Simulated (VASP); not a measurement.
Here is a VASP 6.6.1 calculation.

File INCAR:

```
SYSTEM = TiAl
  ALGO = Fast
  EDIFF = 1E-6
  ENCUT = 520
  GGA = PE
  ISIF = 2
  ISMEAR = 0
  LASPH = .True.
  LCHARG = .True.
  LELF = .True.
  LREAL = .False.
  LVHAR = .True.
  LWAVE = .False.
  NBANDS = 14
  NELM = 80
  PREC = Accurate
  SIGMA = 0.15
```

The input KPOINTS:

```
k-points
0
Gamma
  18 18 10
  0 0 0
```

File POSCAR:

```
TiAl
1.0
    2.9170000000      0.0000000000      0.0000000000
   -1.4585000000      2.5261961028      0.0000000000
    0.0000000000      0.0000000000      4.0906000000
Ti Al
1 1
Direct
    0.0000000000      0.0000000000      0.0000000000
    0.3333333333      0.6666666667      0.5000000000
```

Potentials or basis: VASP PAW PBE potentials, release 64 (Ti_sv, Al).

The run is started by

```console
$ cat potpaw_PBE.64/Ti_sv/POTCAR potpaw_PBE.64/Al/POTCAR > POTCAR
$ mpirun -np 1 vasp_std > vasp.out
```

(1) Predict the band gap on the k mesh.

(2) Estimate the pressure.

Answers

(1) zero (an odd number of electrons rules out a gap without spin polarisation).

(2) 17.0 GPa.

Caveat: the stress differs along the axes, from 9 to 32 GPa.
